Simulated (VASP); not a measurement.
# PtSe2 in VASP: a series of runs

The runs below take PtSe2 through single point, with PBE, r2SCAN.

Program: VASP 6.6.1. These are calculated values, not measurements. Logs are shortened: lines on timing, memory, paths and dates and some standing lists are left out, and cuts for length are marked.

### 1 The cell of the first run

The structure is trigonal, space group R-3m (No. 166). The conventional cell has a = 3.755 Å, b = 3.755 Å, c = 17.282 Å, α = 90.00°, β = 90.00°, γ = 120.00°. Within 3.3 Å of Pt (site symmetry -3m) lie 6 Se at 2.52 Å. Se (site symmetry 3m) has 3 Pt at 2.52 Å within 3.3 Å.

### 2 Single point, PBE (biaxial xy strain +1.7%)

INCAR

```
PREC = Accurate
ENCUT = 520
EDIFF = 1E-6
ISMEAR = -1
SIGMA = 0.02
LREAL = F
LASPH = T
NELM = 100
ALGO = Normal
ISIF = 2
LWAVE = F
LCHARG = T
GGA = PE
LELF = T
LVHAR = T
NBANDS = 18
```

KPOINTS

```
regular mesh
0
Gamma
  8 8 8
```

POSCAR

```
PtSe2
1.0
    1.8776323312      1.0840515319      5.7607123393
   -1.8776323312      1.0840515319      5.7607123393
    0.0000000000     -2.1681030637      5.7607123393
Pt Se
1 2
Direct
    0.0000000000      0.0000000000      0.0000000000
    0.2586187874      0.2586187874      0.2586187874
    0.7413812126      0.7413812126      0.7413812126
```

Potentials or basis: VASP PAW PBE potentials, release 64 (Pt, Se).

Launch:

```sh
$ cat potpaw_PBE.64/Pt/POTCAR potpaw_PBE.64/Se/POTCAR > POTCAR
$ mpirun -np 1 vasp_std > vasp.out
```

OUTCAR:

```text
PREC = Accurate
   ENCUT = 520
   EDIFF = 1E-6
   ISMEAR = -1
   LREAL = F
   LASPH = T
   NELM = 100
   ISIF = 2
   GGA = PE

 ion  position               nearest neighbor table
   1  0.000  0.000  0.000-   3 2.52   3 2.52   2 2.52   2 2.52   3 2.52   2 2.52
   2  0.259  0.259  0.259-   1 2.52   1 2.52   1 2.52
   3  0.741  0.741  0.741-   1 2.52   1 2.52   1 2.52

  LATTYP: Found a trigonal (rhomboedric) cell.
 ALAT       =     6.1551992292
 COS(alpha) =     0.8138912140

  Lattice vectors:

 A1 = (   1.8776323312,   1.0840515319,   5.7607123393)
 A2 = (  -1.8776323312,   1.0840515319,   5.7607123393)
 A3 = (   0.0000000000,  -2.1681030637,   5.7607123393)

Analysis of symmetry for initial positions (statically):
=====================================================================
 Subroutine PRICEL returns:
 Original cell was already a primitive cell.

 Routine SETGRP: Setting up the symmetry group for a
 trigonal (rhombohedral) supercell.

 Subroutine GETGRP returns: Found 12 space group operations
 (whereof 12 operations were pure point group operations)
 out of a pool of 12 trial point group operations.

The static configuration has the point symmetry D_3d.

Analysis of symmetry for dynamics (positions and initial velocities):
=====================================================================
 Subroutine PRICEL returns:
 Original cell was already a primitive cell.

 Routine SETGRP: Setting up the symmetry group for a
 trigonal (rhombohedral) supercell.

 Subroutine GETGRP returns: Found 12 space group operations
 (whereof 12 operations were pure point group operations)
 out of a pool of 12 trial point group operations.

The dynamic configuration has the point symmetry D_3d.

 Subroutine INISYM returns: Found 12 space group operations
 (whereof 12 operations are pure point group operations),
 and found     1 'primitive' translations

----------------------------------------------------------------------------------------

                                     Primitive cell

  volume of cell :      70.3539

  direct lattice vectors                    reciprocal lattice vectors
     1.877632331  1.084051532  5.760712339     0.266292816  0.153744229  0.057863214
    -1.877632331  1.084051532  5.760712339    -0.266292816  0.153744229  0.057863214
     0.000000000 -2.168103064  5.760712339     0.000000000 -0.307488457  0.057863214

  length of vectors
     6.155199229  6.155199229  6.155199229     0.312885447  0.312885447  0.312885447

  position of ions in fractional coordinates (direct lattice)
     0.000000000  0.000000000  0.000000000
     0.258618787  0.258618787  0.258618787
     0.741381213  0.741381213  0.741381213

  ion indices of the primitive-cell ions
   primitive index   ion index
                 1           1
                 2           2
                 3           3

----------------------------------------------------------------------------------------

 KPOINTS: regular mesh

Automatic generation of k-mesh.
 Grid dimensions read from file:
 generate k-points for:    8    8    8

 Generating k-lattice:

  Cartesian coordinates                     Fractional coordinates (reciprocal lattice)
     0.033286602  0.019218029  0.007232902     0.125000000  0.000000000  0.000000000
    -0.033286602  0.019218029  0.007232902     0.000000000  0.125000000  0.000000000
     0.000000000 -0.038436057  0.007232902     0.000000000  0.000000000  0.125000000

  Length of vectors
     0.039110681  0.039110681  0.039110681

  Shift w.r.t. Gamma in fractional coordinates (k-lattice)
     0.000000000  0.000000000  0.000000000

 Subroutine IBZKPT returns following result:
 ===========================================

 Found     65 irreducible k-points:

 Following reciprocal coordinates:
            Coordinates               Weight
  0.000000  0.000000  0.000000      1.000000
  0.125000 -0.000000  0.000000      6.000000
  0.250000 -0.000000  0.000000      6.000000
  0.375000 -0.000000  0.000000      6.000000
  0.500000 -0.000000  0.000000      3.000000
  0.125000  0.125000  0.000000      6.000000
[... 16 lines left out ...]
  0.250000  0.125000  0.125000      6.000000
  0.375000  0.125000  0.125000      6.000000
 [... further k-points ...]
   k-points           NKPTS =     65   k-points in BZ     NKDIM =     65   number of bands    NBANDS=     18
   number of dos      NEDOS =    301   number of ions     NIONS =      3
   total plane-waves  NPLWV = 110592
   dimension x,y,z NGX =    48 NGY =   48 NGZ =   48
   dimension x,y,z NGXF=    96 NGYF=   96 NGZF=   96
   ions per type =               1   2
   NGX,Y,Z   is equivalent  to a cutoff of  12.96, 12.96, 12.96 a.u.
   NGXF,Y,Z  is equivalent  to a cutoff of  25.93, 25.93, 25.93 a.u.
 SYSTEM =  unknown system
   PREC   = accura    normal or accurate (medium, high low for compatibility)
   ISTART =      0    job   : 0-new  1-cont  2-samecut
   ICHARG =      2    charge: 1-file 2-atom 10-const
   ISPIN  =      1    spin polarized calculation?
   LNONCOLLINEAR =      F non collinear calculations
   LSORBIT =      F    spin-orbit coupling
   LASPH  =      T    aspherical Exc in radial PAW
   ENCUT  =  520.0 eV  38.22 Ry    6.18 a.u.  11.44 11.44 11.44*2*pi/ulx,y,z
   NELM   =    100;   NELMIN=  2; NELMDL= -5     # of ELM steps
   EDIFF  = 0.1E-05   stopping-criterion for ELM
   LREAL  =      F    real-space projection
   EDIFFG = 0.1E-04   stopping-criterion for IOM
   NSW    =      0    number of steps for IOM
   IBRION =     -1    ionic relax: 0-MD 1-quasi-New 2-CG
   NFREE  =      0    steps in history (QN), initial steepest desc. (CG)
   ISIF   =      2    stress and relaxation
   ISYM   =      2    0-nonsym 1-usesym 2-fastsym
   POTIM  = 0.5000    time-step for ionic-motion
   TEBEG  =    0.0;   TEEND  =   0.0 temperature during run
   PSTRESS=    0.0 pullay stress
   NELECT =      22.0000    total number of electrons
   NUPDOWN=      -1.0000    fix difference up-down
   EMIN   =  10.00;   EMAX   =-10.00  energy-range for DOS
   EFERMI =   0.00;   METHOD = LEGACY
   ISMEAR =    -1;   SIGMA  =   0.02  broadening in eV -4-tet -1-fermi 0-gaus
   EFERMI_NEDOS =   21; number of points for ismear=-14 and -15
   IALGO  =     38    algorithm
   IMIX   =      4    mixing-type and parameters
     AMIX     =   0.40;   BMIX     =  1.00
     AMIX_MAG =   1.60;   BMIX_MAG =  1.00
  volume/ion in A,a.u.               =      23.45       158.26
  Fermi-wavevector in a.u.,A,eV,Ry     =   1.111185  2.099835 16.799554  1.234732
  Thomas-Fermi vector in A             =   2.247745
   LORBIT       =      0    0 simple, 1 ext, 2 COOP (PROOUT), +10 PAW based schemes
   GGA     = PE    functional components
   LHFCALC =     F    Hartree Fock is set to
   AEXX    =    0.0000 exact exchange contribution
   IVDW    =     0    specifies the selected vdW correction
   LEPSILON=     F    determine dielectric tensor
   LRPA    =     F    only Hartree local field effects (RPA)
 non-spin polarized calculation
  energy-cutoff  :      520.00
  volume of cell :       70.35
 maximum number of plane-waves:      1911
 NGX is ok and might be reduce to    48
   NGX = 23   NGY = 23   NGZ = 23

 number of electron      22.0000001 magnetization

 Free energy of the ion-electron system (eV)
  ---------------------------------------------------
  ext. energy  EPLUGINS =         0.00000000
  ---------------------------------------------------
  free energy    TOTEN  =       -14.27615631 eV

  energy without entropy =      -14.27615471  energy(sigma->0) =      -14.27615551

 E-fermi :   4.7174     XC(G=0):  -9.7450

 val. band max:        4.5398947132   @ k =   0.1250  -0.0000   0.0000
 cond. band min:       4.8909537635   @ k =   0.5000   0.2500   0.2500
 fundamental gap:      0.3510590503
 Fermi energy:         4.7173504640

 k-point     1 :       0.0000    0.0000    0.0000
  band No.  band energies     occupation
      1     -10.1926      2.00000
      2      -8.1016      2.00000
      3      -1.5699      2.00000
      4      -1.2200      2.00000
      5      -1.2200      2.00000
      6       1.0736      2.00000
[... 10 lines left out ...]
     17      11.9170      0.00000
     18      14.8774      0.00000

 k-point     2 :       0.1250   -0.0000    0.0000
  band No.  band energies     occupation
      1     -10.0279      2.00000
      2      -8.1410      2.00000
      3      -1.3978      2.00000
      4      -1.1563      2.00000
      5      -1.1213      2.00000
      6       0.8328      2.00000
[... 10 lines left out ...]
     17      12.5560      0.00000
     18      14.3140      0.00000

 k-point     3 :       0.2500   -0.0000    0.0000
  band No.  band energies     occupation
      1      -9.5825      2.00000
      2      -8.2391      2.00000
      3      -1.2314      2.00000
      4      -0.9024      2.00000
      5      -0.6855      2.00000
      6      -0.0130      2.00000
[... 10 lines left out ...]
     17      13.5803      0.00000
     18      13.8943      0.00000

 k-point     4 :       0.3750   -0.0000    0.0000
  band No.  band energies     occupation
      1      -9.0266      2.00000
      2      -8.3585      2.00000
      3      -1.6193      2.00000
      4      -0.7639      2.00000
      5      -0.4981      2.00000
      6       0.1489      2.00000
[... 375 lines left out ...]
      4      -1.2172      2.00000
      5      -1.2172      2.00000
      6       1.0740      2.00000
[... 10 lines left out ...]
     17      11.9763      0.00000
     18      14.5376      0.00000

 k-point    23 :       0.2500    0.1250    0.1250
  band No.  band energies     occupation
      1      -9.9922      2.00000
      2      -8.2118      2.00000
      3      -1.3630      2.00000
      4      -1.1141      2.00000
      5      -1.0394      2.00000
      6       0.8382      2.00000
[... 10 lines left out ...]
     17      12.5496      0.00000
     18      13.9272      0.00000

 k-point    24 :       0.3750    0.1250    0.1250
  band No.  band energies     occupation
      1      -9.5402      2.00000
      2      -8.3026      2.00000
      3      -1.3424      2.00000
      4      -0.8911      2.00000
      5      -0.5021      2.00000
      6       0.0043      2.00000
[... 10 lines left out ...]
     17      13.2042      0.00000
     18      13.8724      0.00000

 [... further k-points ...]
[... 5 lines left out ...]
  --------------------------------------------------------------------------------------
  -------------------------------------------------------------------------------------
  Total        0.3832387      0.3832387      0.8378130      0.0000000      0.0000000      0.0000000
  in kB        8.7275435      8.7275435     19.0796205      0.0000000      0.0000000      0.0000000
  external PRESSURE =      12.1782358 kB  Pullay stress =       0.0000000 kB

 VOLUME and BASIS-vectors are now :
 -----------------------------------------------------------------------------
  energy-cutoff  :      520.00
  volume of cell :       70.35
      direct lattice vectors                 reciprocal lattice vectors
     1.877632331  1.084051532  5.760712339     0.266292816  0.153744229  0.057863214
    -1.877632331  1.084051532  5.760712339    -0.266292816  0.153744229  0.057863214
     0.000000000 -2.168103064  5.760712339     0.000000000 -0.307488457  0.057863214

 POSITION                                       TOTAL-FORCE (eV/Angst)
 -----------------------------------------------------------------------------------
      0.00000      0.00000      0.00000         0.000000     -0.000000      0.000000
      0.00000      0.00000      4.46949         0.000000     -0.000000     -0.101669
      0.00000      0.00000     12.81265         0.000000      0.000000      0.101669
 -----------------------------------------------------------------------------------
    total drift:                                0.000000      0.000000     -0.000000

  FREE ENERGIE OF THE ION-ELECTRON SYSTEM (eV)
  ---------------------------------------------------
  free  energy   TOTEN  =       -14.2761563055 eV

  energy  without entropy=      -14.2761547149  energy(sigma->0) =      -14.27615551
```

Wall time 94 s (1 thread of AMD EPYC 9R45 (Zen 5), shared host); peak memory 0.32 GiB.

What came out:

* Free energy: -14.2762 eV
* Pressure: 1.2 GPa
* Largest force: 0.102 eV/Å
* Band gap on the k mesh: 0.35 eV, indirect (least direct gap 0.78 eV)

Forces in eV/Å, atoms in the order of the input:
```
Pt   0.000  0.000  0.000
Se   0.000  0.000 -0.102
Se   0.000  0.000  0.102
```

Levels at points of the mesh, in eV from the valence-band top:
```
           k point  band 9  band 10  band 11  band 12  band 13  band 14
(0.00, 0.00, 0.00)   -0.64    -0.64    -0.01     2.19     2.19     4.09
(0.50, 0.00, 0.00)   -2.56    -2.44    -2.34     1.27     1.80     4.92
(0.50, 0.50, 0.00)   -2.66    -2.64    -1.64     2.20     2.29     3.40
(0.50, 0.50, 0.50)   -1.59    -0.81    -0.81     2.36     2.36     5.02
```

Caveat: the cell differs from its parent crystal (biaxial xy strain +1.7%); spin-orbit coupling is left out, which moves the levels of the heavy elements. A k mesh can miss the band edges.

### 3 Single point, r2SCAN (biaxial xy strain +1.7%)

POSCAR is that of step 2.

INCAR.step1

```
SYSTEM = PtSe2
PREC = Accurate ; ENCUT = 520
ISMEAR = 0 ; SIGMA = 0.01
LREAL = .False. ; LASPH = .True.
NELM = 100 ; NBANDS = 18
GGA = PE ; ALGO = Normal
EDIFF = 1E-4 ; LWAVE = .True.
LCHARG = .False.
```

INCAR.step2

```
SYSTEM = PtSe2
PREC = Accurate ; ENCUT = 520
EDIFF = 1E-7 ; ISMEAR = 0
SIGMA = 0.01 ; LREAL = .False.
LASPH = .True. ; NELM = 100
ALGO = Normal ; ISIF = 2
LWAVE = .False. ; LCHARG = .False.
METAGGA = R2SCAN ; LMIXTAU = .True.
NBANDS = 18 ; ISTART = 1
```

KPOINTS

```
Automatic mesh
0
Gamma
  8 8 8
  0 0 0
```

Potentials or basis: VASP PAW PBE potentials, release 64 (Pt, Se).

Launch:

```sh
$ cat potpaw_PBE.64/Pt/POTCAR potpaw_PBE.64/Se/POTCAR > POTCAR
$ cp INCAR.step1 INCAR
$ mpirun -np 1 vasp_std > vasp.out
$ cp INCAR.step2 INCAR
$ mpirun -np 1 vasp_std > vasp.out
```

It took 13 min on 1 thread of AMD EPYC 7R43 (Zen 3), shared host; peak memory 0.37 GiB.

Results (log left out):

* Free energy: -81.4785 eV
* Pressure: -1.1 GPa
* Largest force: 0.016 eV/Å
* Band gap on the k mesh: 0.53 eV, indirect (least direct gap 0.98 eV)

Forces in eV/Å, atoms in the order of the input:
```
Pt   0.000  0.000  0.000
Se   0.000  0.000  0.016
Se   0.000  0.000 -0.016
```

Stress tensor (GPa, compression positive):
```
-1.93  0.00  0.00
 0.00 -1.93  0.00
 0.00  0.00  0.66
```

Levels at points of the mesh, in eV from the valence-band top:
```csv
k point,band 9,band 10,band 11,band 12,band 13,band 14
"(0.00, 0.00, 0.00)",-0.68,-0.68,0.00,2.34,2.34,4.70
"(0.50, 0.00, 0.00)",-2.64,-2.53,-2.39,1.44,1.95,5.28
"(0.50, 0.50, 0.00)",-2.75,-2.74,-1.70,2.37,2.44,3.72
"(0.50, 0.50, 0.50)",-1.61,-0.85,-0.85,2.51,2.51,5.55
```

Caveat: the cell differs from its parent crystal (biaxial xy strain +1.7%); the PAW data sets were made with another functional, which shifts forces and pressure a little; spin-orbit coupling is left out, which moves the levels of the heavy elements. A k mesh can miss the band edges.

(Part 1 of 2 ends here.)
